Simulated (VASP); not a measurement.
# WC (I4/mmm) in VASP: further runs

The runs below take WC through single point, with PBE.

All numbers are computed with VASP 6.6.1; they aren't measurements. Logs are shortened: lines on timing, memory, paths and dates and some standing lists are left out, and cuts for length are marked.

### 1 The cell of the first run

The structure is tetragonal, space group I4/mmm (No. 139). The conventional cell has a = 3.097 Å, b = 3.097 Å, c = 4.117 Å, α = 90.00°, β = 90.00°, γ = 90.00°. W (site symmetry 4/mmm) has 6 C at 2.06 to 2.19 Å within 2.7 Å. Within 2.7 Å of C (site symmetry 4/mmm) lie 6 W at 2.06 to 2.19 Å.

### 2 Single point, PBE (strain -0.0600 x Voigt [0, 1, 0, 0, 0, 0])

The input, INCAR:

```
PREC = Accurate ; ENCUT = 520
EDIFF = 1E-7 ; ISMEAR = 0
SIGMA = 0.15 ; LREAL = F
LASPH = T ; NELM = 100
ALGO = Normal ; ISIF = 2
LWAVE = F ; LCHARG = T
GGA = PE ; LELF = T
LVHAR = T ; NBANDS = 16
```

The input, KPOINTS:

```
regular mesh
0
Gamma
  24 24 24
```

The input, POSCAR:

```
WC
1.0
    0.0000000000      2.0586102062      2.1900108577
    2.1900108577      0.0000000000      2.1900108577
    2.1900108577      2.0586102062      0.0000000000
W C
1 1
Direct
    0.0000000000      0.0000000000      0.0000000000
    0.5000000000      0.5000000000      0.5000000000
```

Potentials or basis: VASP PAW PBE potentials, release 64 (W_sv, C).

Run with:

```
$ cat potpaw_PBE.64/W_sv/POTCAR potpaw_PBE.64/C/POTCAR > POTCAR
$ mpirun -np 1 vasp_std > vasp.out
```

OUTCAR:

```text
PREC = Accurate
   ENCUT = 520
   EDIFF = 1E-7
   ISMEAR = 0
   LREAL = F
   LASPH = T
   NELM = 100
   ISIF = 2
   GGA = PE

 ion  position               nearest neighbor table
   1  0.000  0.000  0.000-   2 2.06   2 2.06   2 2.19   2 2.19   2 2.19   2 2.19
   2  0.500  0.500  0.500-   1 2.06   1 2.06   1 2.19   1 2.19   1 2.19   1 2.19

  LATTYP: Found a body centered tetragonal cell.
 ALAT       =     3.0971430567
 C/A-ratio  =     1.3293607486

  Lattice vectors:

 A1 = (   0.0000000000,  -2.0586102062,   2.1900108577)
 A2 = (   0.0000000000,  -2.0586102062,  -2.1900108577)
 A3 = (   2.1900108577,   2.0586102062,   0.0000000000)

Analysis of symmetry for initial positions (statically):
=====================================================================
 Subroutine PRICEL returns:
 Original cell was already a primitive cell.

 Routine SETGRP: Setting up the symmetry group for a
 body centered tetragonal supercell.

 Subroutine GETGRP returns: Found 16 space group operations
 (whereof 16 operations were pure point group operations)
 out of a pool of 16 trial point group operations.

The static configuration has the point symmetry D_4h.

Analysis of symmetry for dynamics (positions and initial velocities):
=====================================================================
 Subroutine PRICEL returns:
 Original cell was already a primitive cell.

 Routine SETGRP: Setting up the symmetry group for a
 body centered tetragonal supercell.

 Subroutine GETGRP returns: Found 16 space group operations
 (whereof 16 operations were pure point group operations)
 out of a pool of 16 trial point group operations.

The dynamic configuration has the point symmetry D_4h.

 Subroutine INISYM returns: Found 16 space group operations
 (whereof 16 operations are pure point group operations),
 and found     1 'primitive' translations

----------------------------------------------------------------------------------------

                                     Primitive cell

  volume of cell :      19.7468

  direct lattice vectors                    reciprocal lattice vectors
     0.000000000  2.058610206  2.190010858    -0.228309370  0.242882309  0.228309370
     2.190010858  0.000000000  2.190010858     0.228309370 -0.242882309  0.228309370
     2.190010858  2.058610206  0.000000000     0.228309370  0.242882309 -0.228309370

  length of vectors
     3.005665240  3.097143057  3.005665240     0.404032366  0.404032366  0.404032366

  position of ions in fractional coordinates (direct lattice)
     0.000000000  0.000000000  0.000000000
     0.500000000  0.500000000  0.500000000

  ion indices of the primitive-cell ions
   primitive index   ion index
                 1           1
                 2           2

----------------------------------------------------------------------------------------

 KPOINTS: regular mesh

Automatic generation of k-mesh.
 Grid dimensions read from file:
 generate k-points for:   24   24   24

 Generating k-lattice:

  Cartesian coordinates                     Fractional coordinates (reciprocal lattice)
    -0.009512890  0.010120096  0.009512890     0.041666667  0.000000000  0.000000000
     0.009512890 -0.010120096  0.009512890     0.000000000  0.041666667  0.000000000
     0.009512890  0.010120096 -0.009512890     0.000000000  0.000000000  0.041666667

  Length of vectors
     0.016834682  0.016834682  0.016834682

  Shift w.r.t. Gamma in fractional coordinates (k-lattice)
     0.000000000  0.000000000  0.000000000

 Subroutine IBZKPT returns following result:
 ===========================================

 Found   1063 irreducible k-points:

 Following reciprocal coordinates:
            Coordinates               Weight
  0.000000  0.000000  0.000000      1.000000
  0.041667  0.000000  0.000000      8.000000
  0.083333  0.000000 -0.000000      8.000000
  0.125000  0.000000  0.000000      8.000000
  0.166667  0.000000  0.000000      8.000000
  0.208333  0.000000 -0.000000      8.000000
[... 16 lines left out ...]
  0.416667  0.041667 -0.000000     16.000000
  0.458333  0.041667  0.000000     16.000000
 [... further k-points ...]
   k-points           NKPTS =   1063   k-points in BZ     NKDIM =   1063   number of bands    NBANDS=     16
   number of dos      NEDOS =    301   number of ions     NIONS =      2
   total plane-waves  NPLWV =  13824
   dimension x,y,z NGX =    24 NGY =   24 NGZ =   24
   dimension x,y,z NGXF=    48 NGYF=   48 NGZF=   48
   ions per type =               1   1
   NGX,Y,Z   is equivalent  to a cutoff of  13.27, 12.88, 13.27 a.u.
   NGXF,Y,Z  is equivalent  to a cutoff of  26.55, 25.77, 26.55 a.u.
 SYSTEM =  unknown system
   PREC   = accura    normal or accurate (medium, high low for compatibility)
   ISTART =      0    job   : 0-new  1-cont  2-samecut
   ICHARG =      2    charge: 1-file 2-atom 10-const
   ISPIN  =      1    spin polarized calculation?
   LNONCOLLINEAR =      F non collinear calculations
   LSORBIT =      F    spin-orbit coupling
   LASPH  =      T    aspherical Exc in radial PAW
   ENCUT  =  520.0 eV  38.22 Ry    6.18 a.u.   5.59  5.76  5.59*2*pi/ulx,y,z
   NELM   =    100;   NELMIN=  2; NELMDL= -5     # of ELM steps
   EDIFF  = 0.1E-06   stopping-criterion for ELM
   LREAL  =      F    real-space projection
   EDIFFG = 0.1E-05   stopping-criterion for IOM
   NSW    =      0    number of steps for IOM
   IBRION =     -1    ionic relax: 0-MD 1-quasi-New 2-CG
   NFREE  =      0    steps in history (QN), initial steepest desc. (CG)
   ISIF   =      2    stress and relaxation
   ISYM   =      2    0-nonsym 1-usesym 2-fastsym
   POTIM  = 0.5000    time-step for ionic-motion
   TEBEG  =    0.0;   TEEND  =   0.0 temperature during run
   PSTRESS=    0.0 pullay stress
   NELECT =      18.0000    total number of electrons
   NUPDOWN=      -1.0000    fix difference up-down
   EMIN   =  10.00;   EMAX   =-10.00  energy-range for DOS
   EFERMI =   0.00;   METHOD = LEGACY
   ISMEAR =     0;   SIGMA  =   0.15  broadening in eV -4-tet -1-fermi 0-gaus
   EFERMI_NEDOS =   21; number of points for ismear=-14 and -15
   IALGO  =     38    algorithm
   IMIX   =      4    mixing-type and parameters
     AMIX     =   0.40;   BMIX     =  1.00
     AMIX_MAG =   1.60;   BMIX_MAG =  1.00
  volume/ion in A,a.u.               =       9.87        66.63
  Fermi-wavevector in a.u.,A,eV,Ry     =   1.587328  2.999616 34.281394  2.519611
  Thomas-Fermi vector in A             =   2.686503
   LORBIT       =      0    0 simple, 1 ext, 2 COOP (PROOUT), +10 PAW based schemes
   GGA     = PE    functional components
   LHFCALC =     F    Hartree Fock is set to
   AEXX    =    0.0000 exact exchange contribution
   IVDW    =     0    specifies the selected vdW correction
   LEPSILON=     F    determine dielectric tensor
   LRPA    =     F    only Hartree local field effects (RPA)
 non-spin polarized calculation
 Gauss-broadening in eV      SIGMA  =   0.15
  energy-cutoff  :      520.00
  volume of cell :       19.75
 maximum number of plane-waves:       548
   NGX = 11   NGY = 11   NGZ = 11

 number of electron      17.9999999 magnetization

 Free energy of the ion-electron system (eV)
  ---------------------------------------------------
  ext. energy  EPLUGINS =         0.00000000
  ---------------------------------------------------
  free energy    TOTEN  =       -21.32551711 eV

  energy without entropy =      -21.31563332  energy(sigma->0) =      -21.32057522

 E-fermi :  13.4059     XC(G=0): -14.0773

 val. band max:       13.4005893577   @ k =  -0.1250   0.0000   0.0833
 cond. band min:      13.4104702806   @ k =   0.0833  -0.2500   0.0417
 fundamental gap:      0.0098809229
 Fermi energy:        13.4059394515

 k-point     1 :       0.0000    0.0000    0.0000
  band No.  band energies     occupation
      1     -61.9490      2.00000
      2     -25.9606      2.00000
      3     -25.9336      2.00000
      4     -25.9336      2.00000
      5      -2.9698      2.00000
      6      10.1878      2.00000
[... 8 lines left out ...]
     15      23.0747      0.00000
     16      36.6627      0.00000

 k-point     2 :       0.0417    0.0000    0.0000
  band No.  band energies     occupation
      1     -61.9481      2.00000
      2     -25.9679      2.00000
      3     -25.9406      2.00000
      4     -25.9356      2.00000
      5      -2.9158      2.00000
      6      10.0588      2.00000
[... 8 lines left out ...]
     15      23.2036      0.00000
     16      36.2246      0.00000

 k-point     3 :       0.0833    0.0000   -0.0000
  band No.  band energies     occupation
      1     -61.9455      2.00000
      2     -26.0012      2.00000
      3     -25.9492      2.00000
      4     -25.9415      2.00000
      5      -2.7558      2.00000
      6       9.6445      2.00000
[... 8 lines left out ...]
     15      23.5769      0.00000
     16      35.1113      0.00000

 k-point     4 :       0.1250    0.0000    0.0000
  band No.  band energies     occupation
      1     -61.9414      2.00000
      2     -26.0621      2.00000
      3     -25.9546      2.00000
      4     -25.9510      2.00000
      5      -2.4952      2.00000
      6       9.0217      2.00000
[... 8 lines left out ...]
     15      24.1519      0.00000
     16      33.7538      0.00000
[... 324 lines left out ...]
 k-point    22 :       0.3750    0.0417   -0.0000
  band No.  band energies     occupation
      1     -61.9064      2.00000
      2     -26.5644      2.00000
      3     -26.0324      2.00000
      4     -25.9942      2.00000
      5       0.3183      2.00000
      6       4.9109      2.00000
[... 8 lines left out ...]
     15      27.1561      0.00000
     16      27.5530      0.00000

 k-point    23 :       0.4167    0.0417   -0.0000
  band No.  band energies     occupation
      1     -61.9018      2.00000
      2     -26.6282      2.00000
      3     -26.0438      2.00000
      4     -25.9969      2.00000
      5       0.9303      2.00000
      6       4.2599      2.00000
[... 8 lines left out ...]
     15      26.5084      0.00000
     16      27.0175      0.00000

 k-point    24 :       0.4583    0.0417    0.0000
  band No.  band energies     occupation
      1     -61.8986      2.00000
      2     -26.6719      2.00000
      3     -26.0523      2.00000
      4     -25.9980      2.00000
      5       1.5277      2.00000
      6       3.6453      2.00000
[... 8 lines left out ...]
     15      25.7297      0.00000
     16      26.5279      0.00000

 [... further k-points ...]
[... 5 lines left out ...]
  --------------------------------------------------------------------------------------
  -------------------------------------------------------------------------------------
  Total        1.6175815      8.0935341      1.6175815      0.0000000      0.0000000      0.0000000
  in kB      131.2441974    656.6774889    131.2441974      0.0000000      0.0000000      0.0000000
  external PRESSURE =     306.3886279 kB  Pullay stress =       0.0000000 kB

 VOLUME and BASIS-vectors are now :
 -----------------------------------------------------------------------------
  energy-cutoff  :      520.00
  volume of cell :       19.75
      direct lattice vectors                 reciprocal lattice vectors
     0.000000000  2.058610206  2.190010858    -0.228309370  0.242882309  0.228309370
     2.190010858  0.000000000  2.190010858     0.228309370 -0.242882309  0.228309370
     2.190010858  2.058610206  0.000000000     0.228309370  0.242882309 -0.228309370

 POSITION                                       TOTAL-FORCE (eV/Angst)
 -----------------------------------------------------------------------------------
      0.00000      0.00000      0.00000        -0.000000      0.000000      0.000000
      2.19001      2.05861      2.19001         0.000000      0.000000     -0.000000
 -----------------------------------------------------------------------------------
    total drift:                                0.000000     -0.000000     -0.000000

  FREE ENERGIE OF THE ION-ELECTRON SYSTEM (eV)
  ---------------------------------------------------
  free  energy   TOTEN  =       -21.3255171145 eV

  energy  without entropy=      -21.3156333174  energy(sigma->0) =      -21.32057522
```

Run time: 4 min. Hardware: 1 thread of AMD EPYC 9R45 (Zen 5), shared host; peak memory 0.39 GiB.

What came out:

* Free energy: -21.3255 eV
* Pressure: 30.6 GPa
* Band gap on the k mesh: zero (band 9 reaches 14.71 eV, above the bottom of band 10 at 11.29 eV)

Stress tensor (GPa, compression positive):
```
13.12  0.00  0.00
 0.00 65.67  0.00
 0.00  0.00 13.12
```

Caveat: the cell differs from its parent crystal (strain -0.0600 x Voigt [0, 1, 0, 0, 0, 0]); spin-orbit coupling is left out, which moves the levels of the heavy elements.

### 3 Single point, PBE (strain -0.0450 x Voigt [0, 1, 0, 0, 0, 0])

The input, INCAR:

```
PREC = Accurate
ENCUT = 520
EDIFF = 1E-6
ISMEAR = 0
SIGMA = 0.15
LREAL = False
LASPH = True
NELM = 100
ALGO = Normal
ISIF = 2
LWAVE = False
LCHARG = False
GGA = PE
NBANDS = 16
```

KPOINTS is that of step 2.

The input, POSCAR:

```
WC
1.0
    0.0000000000      2.0914603691      2.1900108577
    2.1900108577      0.0000000000      2.1900108577
    2.1900108577      2.0914603691      0.0000000000
W C
1 1
Direct
    0.0000000000      0.0000000000      0.0000000000
    0.5000000000      0.5000000000      0.5000000000
```

Potentials or basis: VASP PAW PBE potentials, release 64 (W_sv, C).

Run with:

```
$ cat potpaw_PBE.64/W_sv/POTCAR potpaw_PBE.64/C/POTCAR > POTCAR
$ mpirun -np 1 vasp_std > vasp.out
```

It took 3.7 min on 1 thread of AMD EPYC 9R45 (Zen 5), shared host; peak memory 0.39 GiB.

It converged, with:

```yaml
Free_energy: -21.4343 eV
Pressure: 21.6 GPa
Band_gap_on_the_k_mesh: zero (band 9 reaches 14.23 eV, above the bottom of band 10 at 11.03 eV)
```

Stress tensor (GPa, compression positive):
```
 9.77  0.00  0.00
 0.00 45.30  0.00
 0.00  0.00  9.77
```

Levels at points of the mesh, in eV from the Fermi level:
```tsv
k point	band 7	band 8	band 9	band 10	band 11	band 12
(0.00, 0.00, 0.00)	-3.10	-2.51	-1.28	-1.24	-1.24	-0.97
(0.50, 0.00, 0.00)	-6.99	-6.92	0.98	1.40	2.61	4.98
(0.50, 0.50, 0.00)	-5.88	-2.55	-2.35	0.87	2.23	2.73
(0.50, 0.00, 0.50)	-5.29	-2.79	-2.79	1.04	2.49	2.49
```

Caveat: the cell differs from its parent crystal (strain -0.0450 x Voigt [0, 1, 0, 0, 0, 0]); spin-orbit coupling is left out, which moves the levels of the heavy elements.
